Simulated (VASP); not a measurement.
# ZrO2 (Fm-3m) in VASP: further runs

The runs below take ZrO2 through single point, with PBEsol.

Everything below comes from runs of VASP 6.6.1. Logs are shortened: lines on timing, memory, paths and dates and some standing lists are left out, and cuts for length are marked.

**1. The cell of the first run**

Symmetry: Fm-3m, No. 225, cubic system. Conventional cell: a = 5.064 Å, b = 5.064 Å, c = 5.064 Å, α = 90.00°, β = 90.00°, γ = 90.00°. Within 2.9 Å of Zr (site symmetry m-3m) lie 8 O at 2.19 Å. O (site symmetry -43m) has 4 Zr at 2.19 Å and 6 O at 2.53 Å within 2.9 Å.

**2. Single point, PBEsol**

INCAR

```
ALGO = Normal ; EDIFF = 1E-6
ENCUT = 600 ; GGA = PS
GGA_COMPAT = False ; ISIF = 2
ISMEAR = 0 ; LASPH = True
LCHARG = False ; LREAL = False
LWAVE = False ; NBANDS = 19
NELM = 120 ; PREC = Accurate
SIGMA = 0.02
```

KPOINTS

```
k-points
0
Gamma
  8 8 8
```

POSCAR

```
ZrO2
1.0
    0.0000000000      2.5321252723      2.5321252723
    2.5321252723      0.0000000000      2.5321252723
    2.5321252723      2.5321252723      0.0000000000
Zr O
1 2
Direct
    0.0000000000      0.0000000000      0.0000000000
    0.2500000000      0.2500000000      0.2500000000
    0.7500000000      0.7500000000      0.7500000000
```

Potentials or basis: VASP PAW PBE potentials, release 64 (Zr_sv, O).

Started as:

```bash
> cat potpaw_PBE.64/Zr_sv/POTCAR potpaw_PBE.64/O/POTCAR > POTCAR
> mpirun -np 1 vasp_std > vasp.out
```

OUTCAR:

```text
EDIFF = 1E-6
   ENCUT = 600
   GGA = PS
   ISIF = 2
   ISMEAR = 0
   LASPH = True
   LREAL = False
   NELM = 120
   PREC = Accurate

 ion  position               nearest neighbor table
   1  0.000  0.000  0.000-   3 2.19   3 2.19   3 2.19   2 2.19   3 2.19   2 2.19   2 2.19   2 2.19

   2  0.250  0.250  0.250-   1 2.19   1 2.19   1 2.19   1 2.19
   3  0.750  0.750  0.750-   1 2.19   1 2.19   1 2.19   1 2.19

  LATTYP: Found a face centered cubic cell.
 ALAT       =     5.0642505446

  Lattice vectors:

 A1 = (   0.0000000000,   2.5321252723,   2.5321252723)
 A2 = (   2.5321252723,   0.0000000000,   2.5321252723)
 A3 = (   2.5321252723,   2.5321252723,   0.0000000000)

Analysis of symmetry for initial positions (statically):
=====================================================================
 Subroutine PRICEL returns:
 Original cell was already a primitive cell.

 Routine SETGRP: Setting up the symmetry group for a
 face centered cubic supercell.

 Subroutine GETGRP returns: Found 48 space group operations
 (whereof 48 operations were pure point group operations)
 out of a pool of 48 trial point group operations.

The static configuration has the point symmetry O_h .

Analysis of symmetry for dynamics (positions and initial velocities):
=====================================================================
 Subroutine PRICEL returns:
 Original cell was already a primitive cell.

 Routine SETGRP: Setting up the symmetry group for a
 face centered cubic supercell.

 Subroutine GETGRP returns: Found 48 space group operations
 (whereof 48 operations were pure point group operations)
 out of a pool of 48 trial point group operations.

The dynamic configuration has the point symmetry O_h .

 Subroutine INISYM returns: Found 48 space group operations
 (whereof 48 operations are pure point group operations),
 and found     1 'primitive' translations

----------------------------------------------------------------------------------------

                                     Primitive cell

  volume of cell :      32.4702

  direct lattice vectors                    reciprocal lattice vectors
     0.000000000  2.532125272  2.532125272    -0.197462584  0.197462584  0.197462584
     2.532125272  0.000000000  2.532125272     0.197462584 -0.197462584  0.197462584
     2.532125272  2.532125272  0.000000000     0.197462584  0.197462584 -0.197462584

  length of vectors
     3.580965902  3.580965902  3.580965902     0.342015229  0.342015229  0.342015229

  position of ions in fractional coordinates (direct lattice)
     0.000000000  0.000000000  0.000000000
     0.250000000  0.250000000  0.250000000
     0.750000000  0.750000000  0.750000000

  ion indices of the primitive-cell ions
   primitive index   ion index
                 1           1
                 2           2
                 3           3

----------------------------------------------------------------------------------------

 KPOINTS: k-points

Automatic generation of k-mesh.
 Grid dimensions read from file:
 generate k-points for:    8    8    8

 Generating k-lattice:

  Cartesian coordinates                     Fractional coordinates (reciprocal lattice)
    -0.024682823  0.024682823  0.024682823     0.125000000  0.000000000  0.000000000
     0.024682823 -0.024682823  0.024682823     0.000000000  0.125000000  0.000000000
     0.024682823  0.024682823 -0.024682823     0.000000000  0.000000000  0.125000000

  Length of vectors
     0.042751904  0.042751904  0.042751904

  Shift w.r.t. Gamma in fractional coordinates (k-lattice)
     0.000000000  0.000000000  0.000000000

 Subroutine IBZKPT returns following result:
 ===========================================

 Found     29 irreducible k-points:

 Following reciprocal coordinates:
            Coordinates               Weight
  0.000000  0.000000  0.000000      1.000000
  0.125000  0.000000  0.000000      8.000000
  0.250000  0.000000  0.000000      8.000000
  0.375000  0.000000  0.000000      8.000000
  0.500000  0.000000  0.000000      4.000000
  0.125000  0.125000  0.000000      6.000000
[... 16 lines left out ...]
  0.500000  0.250000  0.125000     48.000000
 -0.375000  0.250000  0.125000     24.000000
 [... further k-points ...]
   k-points           NKPTS =     29   k-points in BZ     NKDIM =     29   number of bands    NBANDS=     19
   number of dos      NEDOS =    301   number of ions     NIONS =      3
   total plane-waves  NPLWV =  27000
   dimension x,y,z NGX =    30 NGY =   30 NGZ =   30
   dimension x,y,z NGXF=    60 NGYF=   60 NGZF=   60
   ions per type =               1   2
   NGX,Y,Z   is equivalent  to a cutoff of  13.93, 13.93, 13.93 a.u.
   NGXF,Y,Z  is equivalent  to a cutoff of  27.85, 27.85, 27.85 a.u.
 SYSTEM =  unknown system
   PREC   = accura    normal or accurate (medium, high low for compatibility)
   ISTART =      0    job   : 0-new  1-cont  2-samecut
   ICHARG =      2    charge: 1-file 2-atom 10-const
   ISPIN  =      1    spin polarized calculation?
   LNONCOLLINEAR =      F non collinear calculations
   LSORBIT =      F    spin-orbit coupling
   LASPH  =      T    aspherical Exc in radial PAW
   ENCUT  =  600.0 eV  44.10 Ry    6.64 a.u.   7.15  7.15  7.15*2*pi/ulx,y,z
   NELM   =    120;   NELMIN=  2; NELMDL= -5     # of ELM steps
   EDIFF  = 0.1E-05   stopping-criterion for ELM
   LREAL  =      F    real-space projection
   EDIFFG = 0.1E-04   stopping-criterion for IOM
   NSW    =      0    number of steps for IOM
   IBRION =     -1    ionic relax: 0-MD 1-quasi-New 2-CG
   NFREE  =      0    steps in history (QN), initial steepest desc. (CG)
   ISIF   =      2    stress and relaxation
   ISYM   =      2    0-nonsym 1-usesym 2-fastsym
   POTIM  = 0.5000    time-step for ionic-motion
   TEBEG  =    0.0;   TEEND  =   0.0 temperature during run
   PSTRESS=    0.0 pullay stress
   NELECT =      24.0000    total number of electrons
   NUPDOWN=      -1.0000    fix difference up-down
   EMIN   =  10.00;   EMAX   =-10.00  energy-range for DOS
   EFERMI =   0.00;   METHOD = LEGACY
   ISMEAR =     0;   SIGMA  =   0.02  broadening in eV -4-tet -1-fermi 0-gaus
   EFERMI_NEDOS =   21; number of points for ismear=-14 and -15
   IALGO  =     38    algorithm
   IMIX   =      4    mixing-type and parameters
     AMIX     =   0.40;   BMIX     =  1.00
     AMIX_MAG =   1.60;   BMIX_MAG =  1.00
  volume/ion in A,a.u.               =      10.82        73.04
  Fermi-wavevector in a.u.,A,eV,Ry     =   1.480187  2.797149 29.809752  2.190955
  Thomas-Fermi vector in A             =   2.594253
   LORBIT       =      0    0 simple, 1 ext, 2 COOP (PROOUT), +10 PAW based schemes
   GGA     = PS    functional components
   LHFCALC =     F    Hartree Fock is set to
   AEXX    =    0.0000 exact exchange contribution
   IVDW    =     0    specifies the selected vdW correction
   LEPSILON=     F    determine dielectric tensor
   LRPA    =     F    only Hartree local field effects (RPA)
 non-spin polarized calculation
 Gauss-broadening in eV      SIGMA  =   0.02
  energy-cutoff  :      600.00
  volume of cell :       32.47
 maximum number of plane-waves:      1106
 NGX is ok and might be reduce to    30
   NGX = 15   NGY = 15   NGZ = 15

 number of electron      23.9999997 magnetization

 Free energy of the ion-electron system (eV)
  ---------------------------------------------------
  ext. energy  EPLUGINS =         0.00000000
  ---------------------------------------------------
  free energy    TOTEN  =       -29.92923770 eV

  energy without entropy =      -29.92923770  energy(sigma->0) =      -29.92923770

 E-fermi :   7.5148     XC(G=0): -12.1388

 val. band max:        7.2600226189   @ k =   0.5000   0.5000   0.0000
 cond. band min:      10.5830823984   @ k =   0.0000   0.0000   0.0000
 fundamental gap:      3.3230597795
 Fermi energy:         7.5148403559

 k-point     1 :       0.0000    0.0000    0.0000
  band No.  band energies     occupation
      1     -40.6182      2.00000
      2     -18.4819      2.00000
      3     -18.4819      2.00000
      4     -18.4819      2.00000
      5     -10.9525      2.00000
      6      -8.2848      2.00000
[... 11 lines left out ...]
     18      16.8474      0.00000
     19      21.5457      0.00000

 k-point     2 :       0.1250    0.0000    0.0000
  band No.  band energies     occupation
      1     -40.6106      2.00000
      2     -18.6053      2.00000
      3     -18.4932      2.00000
      4     -18.4932      2.00000
      5     -10.7210      2.00000
      6      -8.4506      2.00000
[... 11 lines left out ...]
     18      16.6066      0.00000
     19      21.2423      0.00000

 k-point     3 :       0.2500    0.0000    0.0000
  band No.  band energies     occupation
      1     -40.5922      2.00000
      2     -18.8816      2.00000
      3     -18.5205      2.00000
      4     -18.5205      2.00000
      5     -10.2296      2.00000
      6      -8.7395      2.00000
[... 11 lines left out ...]
     18      16.3908      0.00000
     19      20.5920      0.00000

 k-point     4 :       0.3750    0.0000    0.0000
  band No.  band energies     occupation
      1     -40.5738      2.00000
      2     -19.1330      2.00000
      3     -18.5474      2.00000
      4     -18.5474      2.00000
      5      -9.9677      2.00000
      6      -8.7402      2.00000
[... 11 lines left out ...]
     18      16.5682      0.00000
     19      20.7499      0.00000

 k-point     5 :       0.5000    0.0000    0.0000
  band No.  band energies     occupation
      1     -40.5661      2.00000
      2     -19.2312      2.00000
      3     -18.5585      2.00000
      4     -18.5585      2.00000
      5      -9.9637      2.00000
      6      -8.6184      2.00000
[... 11 lines left out ...]
     18      16.1136      0.00000
     19      21.3398      0.00000

 k-point     6 :       0.1250    0.1250    0.0000
  band No.  band energies     occupation
      1     -40.6081      2.00000
      2     -18.6195      2.00000
      3     -18.5103      2.00000
      4     -18.5103      2.00000
      5     -10.6372      2.00000
      6      -8.5108      2.00000
[... 11 lines left out ...]
     18      16.5399      0.00000
     19      21.3235      0.00000

 k-point     7 :       0.2500    0.1250    0.0000
  band No.  band energies     occupation
      1     -40.5933      2.00000
      2     -18.8239      2.00000
      3     -18.5426      2.00000
      4     -18.5415      2.00000
      5     -10.2033      2.00000
      6      -8.7802      2.00000
[... 11 lines left out ...]
     18      16.3863      0.00000
     19      21.1211      0.00000

 k-point     8 :       0.3750    0.1250    0.0000
  band No.  band energies     occupation
      1     -40.5749      2.00000
      2     -19.0579      2.00000
      3     -18.5941      2.00000
      4     -18.5684      2.00000
      5      -9.8277      2.00000
      6      -8.8940      2.00000
[... 256 lines left out ...]
 k-point    20 :      -0.3750    0.3750    0.0000
  band No.  band energies     occupation
      1     -40.5503      2.00000
      2     -19.1297      2.00000
      3     -18.8709      2.00000
      4     -18.6361      2.00000
      5      -9.3712      2.00000
      6      -8.8922      2.00000
[... 11 lines left out ...]
     18      19.3375      0.00000
     19      22.0697      0.00000

 k-point    21 :       0.5000    0.5000    0.0000
  band No.  band energies     occupation
      1     -40.5489      2.00000
      2     -19.2897      2.00000
      3     -18.6732      2.00000
      4     -18.6732      2.00000
      5      -9.5643      2.00000
      6      -8.6965      2.00000
[... 11 lines left out ...]
     18      20.7272      0.00000
     19      20.8793      0.00000

 k-point    22 :       0.3750    0.2500    0.1250
  band No.  band energies     occupation
      1     -40.5785      2.00000
      2     -18.9672      2.00000
      3     -18.6422      2.00000
      4     -18.5563      2.00000
      5      -9.7700      2.00000
      6      -9.0076      2.00000
[... 11 lines left out ...]
     18      17.0243      0.00000
     19      21.4280      0.00000

 k-point    23 :       0.5000    0.2500    0.1250
  band No.  band energies     occupation
      1     -40.5636      2.00000
      2     -19.0856      2.00000
      3     -18.7429      2.00000
      4     -18.5872      2.00000
      5      -9.5149      2.00000
      6      -9.0100      2.00000
[... 11 lines left out ...]
     18      17.7705      0.00000
     19      21.6299      0.00000

 k-point    24 :      -0.3750    0.2500    0.1250
  band No.  band energies     occupation
      1     -40.5575      2.00000
      2     -19.1299      2.00000
      3     -18.7850      2.00000
      4     -18.6023      2.00000
      5      -9.5363      2.00000
      6      -8.8697      2.00000
[... 11 lines left out ...]
     18      17.8267      0.00000
     19      21.9122      0.00000

 [... further k-points ...]

------------------------ aborting loop because EDIFF is reached ----------------------------------------

  FORCE on cell =-STRESS in cart. coord.  units (eV):
  Direction    XX          YY          ZZ          XY          YZ          ZX
  --------------------------------------------------------------------------------------
  -------------------------------------------------------------------------------------
  Total        0.0436045      0.0436045      0.0436045      0.0000000     -0.0000000      0.0000000
  in kB        2.1515728      2.1515728      2.1515728      0.0000000     -0.0000000      0.0000000
  external PRESSURE =       2.1515728 kB  Pullay stress =       0.0000000 kB

 VOLUME and BASIS-vectors are now :
 -----------------------------------------------------------------------------
  energy-cutoff  :      600.00
  volume of cell :       32.47
      direct lattice vectors                 reciprocal lattice vectors
     0.000000000  2.532125272  2.532125272    -0.197462584  0.197462584  0.197462584
     2.532125272  0.000000000  2.532125272     0.197462584 -0.197462584  0.197462584
     2.532125272  2.532125272  0.000000000     0.197462584  0.197462584 -0.197462584

 POSITION                                       TOTAL-FORCE (eV/Angst)
 -----------------------------------------------------------------------------------
      0.00000      0.00000      0.00000        -0.000000     -0.000000     -0.000000
      1.26606      1.26606      1.26606         0.000000      0.000000      0.000000
      3.79819      3.79819      3.79819        -0.000000     -0.000000     -0.000000
 -----------------------------------------------------------------------------------
    total drift:                                0.000000     -0.000000      0.000000

  FREE ENERGIE OF THE ION-ELECTRON SYSTEM (eV)
  ---------------------------------------------------
  free  energy   TOTEN  =       -29.9292376969 eV

  energy  without entropy=      -29.9292376969  energy(sigma->0) =      -29.92923770
```

Wall time 43 s (1 thread of Intel Xeon 8259CL, shared host); peak memory 0.18 GiB.

Results:

```
Free energy            : -29.9292 eV
Pressure               : 0.2 GPa
Band gap on the k mesh : 3.32 eV (least direct gap 3.76 eV)
```

Caveat: the PAW data sets were made with another functional, which shifts forces and pressure a little.

**3. Single point, PBEsol**

INCAR

```
SYSTEM = ZrO2
ALGO = Normal ; EDIFF = 1E-6
ENCUT = 600 ; GGA = PS
GGA_COMPAT = .False. ; ISIF = 2
ISMEAR = 0 ; LASPH = .True.
LCHARG = .False. ; LREAL = .False.
LWAVE = .False. ; NBANDS = 19
NELM = 120 ; PREC = Accurate
SIGMA = 0.01
```

KPOINTS

```
k-points
0
Gamma
  8 8 8
  0 0 0
```

POSCAR

```
ZrO2
1.0
    0.0000000000      2.5320189522      2.5320189522
    2.5320189522      0.0000000000      2.5320189522
    2.5320189522      2.5320189522      0.0000000000
Zr O
1 2
Direct
    0.0000000000      0.0000000000      0.0000000000
    0.2500000000      0.2500000000      0.2500000000
    0.7500000000      0.7500000000      0.7500000000
```

Potentials or basis: VASP PAW PBE potentials, release 64 (Zr_sv, O).

Started as:

```bash
> cat potpaw_PBE.64/Zr_sv/POTCAR potpaw_PBE.64/O/POTCAR > POTCAR
> mpirun -np 1 vasp_std > vasp.out
```

Wall time 48 s (1 thread of Intel Xeon 8259CL, shared host); peak memory 0.18 GiB.

The run converged. Its results:

```yaml
Free_energy: -29.9292 eV
Pressure: 0.2 GPa
Band_gap_on_the_k_mesh: 3.32 eV (least direct gap 3.76 eV)
```

Levels at points of the mesh, in eV from the valence-band top:
```csv
k point,band 8,band 9,band 10,band 11,band 12,band 13,band 14,band 15,band 16,band 17
"(0.00, 0.00, 0.00)",-5.38,-5.38,-0.55,-0.55,-0.55,3.32,3.32,6.49,9.59,9.59
"(0.50, 0.00, 0.00)",-4.34,-2.60,-2.52,-1.67,-1.67,4.00,4.00,6.23,8.64,8.64
"(0.50, 0.50, 0.00)",-3.21,-3.21,-1.55,-1.55,0.00,3.76,4.78,5.97,7.42,7.42
```

Caveat: the PAW data sets were made with another functional, which shifts forces and pressure a little.
